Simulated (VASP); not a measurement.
# AgCl (Fm-3m) in VASP: further runs

The runs below take AgCl through electric field gradients, with LDA.

Program: VASP 6.6.1. These are calculated values, not measurements. Logs are shortened: lines on timing, memory, paths and dates and some standing lists are left out, and cuts for length are marked.

### 1 The cell of the first run

Symmetry: Fm-3m, No. 225, cubic system. The conventional cell has a = 5.471 Å, b = 5.471 Å, c = 5.471 Å, α = 90.00°, β = 90.00°, γ = 90.00°. Within 3.6 Å of Ag (site symmetry m-3m) lie 6 Cl at 2.74 Å. Within 3.6 Å of Cl (site symmetry m-3m) lie 6 Ag at 2.74 Å.

### 2 Electric field gradients, LDA (volume scaled by 0.96)

The input, INCAR:

```
SYSTEM = AgCl
PREC = Accurate ; ENCUT = 520
EDIFF = 1E-8 ; ISMEAR = -1
SIGMA = 0.02 ; LREAL = .False.
LASPH = .True. ; NELM = 80
ALGO = Normal ; ISIF = 2
LWAVE = .False. ; LCHARG = .False.
LEFG = .True. ; NBANDS = 16
```

The input, KPOINTS:

```
Automatic mesh
0
Gamma
  8 8 8
  0 0 0
```

The input, POSCAR:

```
AgCl
1.0
    0.0000000000      2.7356704056      2.7356704056
    2.7356704056      0.0000000000      2.7356704056
    2.7356704056      2.7356704056      0.0000000000
Ag Cl
1 1
Direct
    0.5000000000      0.5000000000      0.5000000000
    0.0000000000      0.0000000000      0.0000000000
```

Potentials or basis: VASP PAW LDA potentials, release 64 (Ag, Cl).

Run with:

```
> cat potpaw_LDA.64/Ag/POTCAR potpaw_LDA.64/Cl/POTCAR > POTCAR
> mpirun -np 1 vasp_std > vasp.out
```

OUTCAR:

```text
SYSTEM = AgCl
   PREC = Accurate
   ENCUT = 520
   EDIFF = 1E-8
   ISMEAR = -1
   LREAL = .False.
   LASPH = .True.
   NELM = 80
   ISIF = 2

 ion  position               nearest neighbor table
   1  0.500  0.500  0.500-   2 2.74   2 2.74   2 2.74   2 2.74   2 2.74   2 2.74
   2  0.000  0.000  0.000-   1 2.74   1 2.74   1 2.74   1 2.74   1 2.74   1 2.74

  LATTYP: Found a face centered cubic cell.
 ALAT       =     5.4713408112

  Lattice vectors:

 A1 = (   0.0000000000,   2.7356704056,   2.7356704056)
 A2 = (   2.7356704056,   0.0000000000,   2.7356704056)
 A3 = (   2.7356704056,   2.7356704056,   0.0000000000)

Analysis of symmetry for initial positions (statically):
[... 33 lines left out ...]
                                     Primitive cell

  volume of cell :      40.9469

  direct lattice vectors                    reciprocal lattice vectors
     0.000000000  2.735670406  2.735670406    -0.182770556  0.182770556  0.182770556
     2.735670406  0.000000000  2.735670406     0.182770556 -0.182770556  0.182770556
     2.735670406  2.735670406  0.000000000     0.182770556  0.182770556 -0.182770556

  length of vectors
     3.868822190  3.868822190  3.868822190     0.316567888  0.316567888  0.316567888

  position of ions in fractional coordinates (direct lattice)
     0.500000000  0.500000000  0.500000000
     0.000000000  0.000000000  0.000000000

  ion indices of the primitive-cell ions
   primitive index   ion index
                 1           1
                 2           2

----------------------------------------------------------------------------------------

 KPOINTS: Automatic mesh

Automatic generation of k-mesh.
 Grid dimensions read from file:
 generate k-points for:    8    8    8

 Generating k-lattice:

  Cartesian coordinates                     Fractional coordinates (reciprocal lattice)
    -0.022846319  0.022846319  0.022846319     0.125000000  0.000000000  0.000000000
     0.022846319 -0.022846319  0.022846319     0.000000000  0.125000000  0.000000000
     0.022846319  0.022846319 -0.022846319     0.000000000  0.000000000  0.125000000

  Length of vectors
     0.039570986  0.039570986  0.039570986

  Shift w.r.t. Gamma in fractional coordinates (k-lattice)
     0.000000000  0.000000000  0.000000000

[... 85 lines left out ...]
 NGX is ok and might be reduce to    30
   NGX = 15   NGY = 15   NGZ = 15

 number of electron      18.0000002 magnetization

 Free energy of the ion-electron system (eV)
  ---------------------------------------------------
  ext. energy  EPLUGINS =         0.00000000
  ---------------------------------------------------
  free energy    TOTEN  =        -6.76169554 eV

  energy without entropy =       -6.76169554  energy(sigma->0) =       -6.76169554

 E-fermi :   4.4580     XC(G=0): -10.6463

 val. band max:        4.1134114047   @ k =   0.5000   0.0000   0.0000
 cond. band min:       4.7537311870   @ k =   0.0000   0.0000   0.0000
 fundamental gap:      0.6403197823
 Fermi energy:         4.4579896810

 k-point     1 :       0.0000    0.0000    0.0000
  band No.  band energies     occupation
      1     -11.2155      2.00000
      2       1.4171      2.00000
      3       1.4171      2.00000
      4       1.4171      2.00000
      5       1.4584      2.00000
      6       1.4584      2.00000
[... 433 lines left out ...]
      3      -0.3057      2.00000
      4      -0.2453      2.00000
      5       1.7627      2.00000
      6       1.8385      2.00000
[... 8 lines left out ...]
     15      17.5766      0.00000
     16      19.0956      0.00000

 [... further k-points ...]

------------------------ aborting loop because EDIFF is reached ----------------------------------------

  FORCE on cell =-STRESS in cart. coord.  units (eV):
  Direction    XX          YY          ZZ          XY          YZ          ZX
  --------------------------------------------------------------------------------------
  -------------------------------------------------------------------------------------
  Total       -0.9732986     -0.9732986     -0.9732986     -0.0000000      0.0000000     -0.0000000
  in kB      -38.0833690    -38.0833690    -38.0833690     -0.0000000      0.0000000     -0.0000000
  external PRESSURE =     -38.0833690 kB  Pullay stress =       0.0000000 kB

 VOLUME and BASIS-vectors are now :
 -----------------------------------------------------------------------------
  energy-cutoff  :      520.00
  volume of cell :       40.95
      direct lattice vectors                 reciprocal lattice vectors
     0.000000000  2.735670406  2.735670406    -0.182770556  0.182770556  0.182770556
     2.735670406  0.000000000  2.735670406     0.182770556 -0.182770556  0.182770556
     2.735670406  2.735670406  0.000000000     0.182770556  0.182770556 -0.182770556

 POSITION                                       TOTAL-FORCE (eV/Angst)
 -----------------------------------------------------------------------------------
      2.73567      2.73567      2.73567         0.000000     -0.000000     -0.000000
      0.00000      0.00000      0.00000        -0.000000      0.000000      0.000000
 -----------------------------------------------------------------------------------
    total drift:                                0.000000      0.000000      0.000000

  FREE ENERGIE OF THE ION-ELECTRON SYSTEM (eV)
  ---------------------------------------------------
  free  energy   TOTEN  =        -6.7616955376 eV

  energy  without entropy=       -6.7616955366  energy(sigma->0) =       -6.76169554

 Electric field gradients (V/A^2)
---------------------------------------------------------------------
 ion       V_xx      V_yy      V_zz      V_xy      V_xz      V_yz
---------------------------------------------------------------------
   1      -0.000    -0.000     0.000    -0.001    -0.001    -0.001
   2      -0.000    -0.000    -0.000     0.001     0.001     0.001
---------------------------------------------------------------------

 Electric field gradients after diagonalization (V/A^2)
 (convention: |V_zz| > |V_xx| > |V_yy|)
----------------------------------------------------------------------
 ion       V_xx      V_yy      V_zz     asymmetry (V_yy - V_xx)/ V_zz
----------------------------------------------------------------------
   1       0.001     0.001    -0.002       0.000
   2      -0.001    -0.001     0.002       0.000
----------------------------------------------------------------------

           NMR quadrupolar parameters

 Cq : quadrupolar parameter    Cq=e*Q*V_zz/h
 eta: asymmetry parameters     (V_yy - V_xx)/ V_zz
 Q  : nuclear electric quadrupole moment in mb (millibarn)
----------------------------------------------------------------------
 ion       Cq(MHz)       eta       Q (mb)
----------------------------------------------------------------------
   1      -0.000       0.000       1.000
   2       0.000       0.000       1.000
----------------------------------------------------------------------
```

Run time: 18 s. Hardware: 1 thread of Intel Xeon Platinum 8259CL at 2.50GHz (Skylake/Cascade Lake), shared host; peak memory 0.15 GiB.

What came out:

```
Free energy            : -6.7617 eV
Pressure               : -3.8 GPa
Band gap on the k mesh : 0.64 eV, indirect (least direct gap 3.11 eV)
```

Levels at points of the mesh, in eV from the valence-band top:
| k point | band 7 | band 8 | band 9 | band 10 | band 11 | band 12 |
| --- | --- | --- | --- | --- | --- | --- |
| (0.00, 0.00, 0.00) | -2.47 | -2.47 | -2.47 | 0.64 | 10.73 | 10.73 |
| (0.50, 0.00, 0.00) | -1.93 | 0.00 | 0.00 | 3.86 | 6.57 | 7.37 |
| (0.50, 0.50, 0.00) | -2.14 | -2.14 | -2.03 | 2.05 | 7.80 | 8.52 |

Caveat: without QUAD_EFG the Cq values of the log hold for a quadrupole moment of 1 mb, not for the nuclei.

### 3 Electric field gradients, LDA (volume scaled by 0.96)

The input, INCAR:

```
PREC = Accurate
ENCUT = 520
EDIFF = 1E-8
ISMEAR = -1
SIGMA = 0.02
LREAL = False
LASPH = True
NELM = 100
ALGO = Normal
ISIF = 2
LWAVE = False
LCHARG = False
LEFG = True
NBANDS = 16
```

The input, KPOINTS:

```
Automatic mesh
0
Gamma
  8 8 8
```

POSCAR is that of step 2.

Potentials or basis: VASP PAW LDA potentials, release 64 (Ag, Cl).

Run with:

```
> cat potpaw_LDA.64/Ag/POTCAR potpaw_LDA.64/Cl/POTCAR > POTCAR
> mpirun -np 1 vasp_std > vasp.out
```

OUTCAR:

```text
PREC = Accurate
   ENCUT = 520
   EDIFF = 1E-8
   ISMEAR = -1
   LREAL = False
   LASPH = True
   NELM = 100
   ISIF = 2

 ion  position               nearest neighbor table
   1  0.500  0.500  0.500-   2 2.74   2 2.74   2 2.74   2 2.74   2 2.74   2 2.74
   2  0.000  0.000  0.000-   1 2.74   1 2.74   1 2.74   1 2.74   1 2.74   1 2.74

  LATTYP: Found a face centered cubic cell.
 ALAT       =     5.4713408112

  Lattice vectors:

 A1 = (   0.0000000000,   2.7356704056,   2.7356704056)
 A2 = (   2.7356704056,   0.0000000000,   2.7356704056)
 A3 = (   2.7356704056,   2.7356704056,   0.0000000000)

Analysis of symmetry for initial positions (statically):
[... 33 lines left out ...]
                                     Primitive cell

  volume of cell :      40.9469

  direct lattice vectors                    reciprocal lattice vectors
     0.000000000  2.735670406  2.735670406    -0.182770556  0.182770556  0.182770556
     2.735670406  0.000000000  2.735670406     0.182770556 -0.182770556  0.182770556
     2.735670406  2.735670406  0.000000000     0.182770556  0.182770556 -0.182770556

[... 611 lines left out ...]
     0.000000000  2.735670406  2.735670406    -0.182770556  0.182770556  0.182770556
     2.735670406  0.000000000  2.735670406     0.182770556 -0.182770556  0.182770556
     2.735670406  2.735670406  0.000000000     0.182770556  0.182770556 -0.182770556

 POSITION                                       TOTAL-FORCE (eV/Angst)
 -----------------------------------------------------------------------------------
      2.73567      2.73567      2.73567         0.000000     -0.000000     -0.000000
      0.00000      0.00000      0.00000        -0.000000      0.000000      0.000000
 -----------------------------------------------------------------------------------
    total drift:                                0.000000      0.000000      0.000000

  FREE ENERGIE OF THE ION-ELECTRON SYSTEM (eV)
  ---------------------------------------------------
  free  energy   TOTEN  =        -6.7616955376 eV

  energy  without entropy=       -6.7616955366  energy(sigma->0) =       -6.76169554

 Electric field gradients (V/A^2)
---------------------------------------------------------------------
 ion       V_xx      V_yy      V_zz      V_xy      V_xz      V_yz
---------------------------------------------------------------------
   1      -0.000    -0.000     0.000    -0.001    -0.001    -0.001
   2      -0.000    -0.000    -0.000     0.001     0.001     0.001
---------------------------------------------------------------------

 Electric field gradients after diagonalization (V/A^2)
 (convention: |V_zz| > |V_xx| > |V_yy|)
----------------------------------------------------------------------
 ion       V_xx      V_yy      V_zz     asymmetry (V_yy - V_xx)/ V_zz
----------------------------------------------------------------------
   1       0.001     0.001    -0.002       0.000
   2      -0.001    -0.001     0.002       0.000
----------------------------------------------------------------------

           NMR quadrupolar parameters

 Cq : quadrupolar parameter    Cq=e*Q*V_zz/h
 eta: asymmetry parameters     (V_yy - V_xx)/ V_zz
 Q  : nuclear electric quadrupole moment in mb (millibarn)
----------------------------------------------------------------------
 ion       Cq(MHz)       eta       Q (mb)
----------------------------------------------------------------------
   1      -0.000       0.000       1.000
   2       0.000       0.000       1.000
----------------------------------------------------------------------
```

It took 17 s on 1 thread of Intel Xeon Platinum 8259CL at 2.50GHz (Skylake/Cascade Lake), shared host; peak memory 0.15 GiB.

What came out:

```
Free energy            : -6.7617 eV
Pressure               : -3.8 GPa
Band gap on the k mesh : 0.64 eV, indirect (least direct gap 3.11 eV)
```

Caveat: without QUAD_EFG the Cq values of the log hold for a quadrupole moment of 1 mb, not for the nuclei. A k mesh can miss the band edges.
